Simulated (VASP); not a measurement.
**Ge: single point with PBE+D3(BJ)**

The system is Ge, a slab with vacuum.

```xyz
2
Lattice="4.0227 0.0000 0.0000 -2.0113 3.4838 0.0000 0.0000 0.0000 28.0000" Properties=species:S:1:pos:R:3 pbc="T T T"
Ge    0.0000    2.3225   14.3421
Ge    2.0113    1.1613   13.6579
```

```json
{"Program": "VASP 6.6.1", "Task": "single point", "Functional": "PBE", "Dispersion": "D3(BJ)", "Potentials or basis": "VASP PAW PBE potentials, release 64 (Ge_d)", "Cutoff": "520 eV", "k mesh": "12 × 12 × 1", "Occupations": "gaussian, width 0.1 eV", "Spin": "no spin polarisation"}
```

The largest force is 0.005 eV/Å. The band gap on the k mesh is zero (filled and empty bands touch) and the dispersion energy per atom is -0.154 eV.

Forces in eV/Å, atoms in the order of the input:
```
Ge   0.000  0.000  0.005
Ge   0.000  0.000 -0.005
```

Levels at points of the mesh, in eV from the Fermi level:
```csv
k point,band 10,band 11,band 12,band 13,band 14,band 15,band 16,band 17,band 18,band 19
"(0.00, 0.00, 0.00)",-24.23,-11.31,-3.53,-0.45,-0.45,0.58,2.30,3.91,3.91,4.23
"(0.50, 0.00, 0.00)",-24.18,-9.26,-7.41,-1.99,-1.16,0.69,1.67,5.46,6.35,6.98
```

Wall time 2.2 min on 1 thread of Intel(R) Xeon(R) 6975P-C (Granite Rapids), on a shared host, peak memory 0.53 GiB.
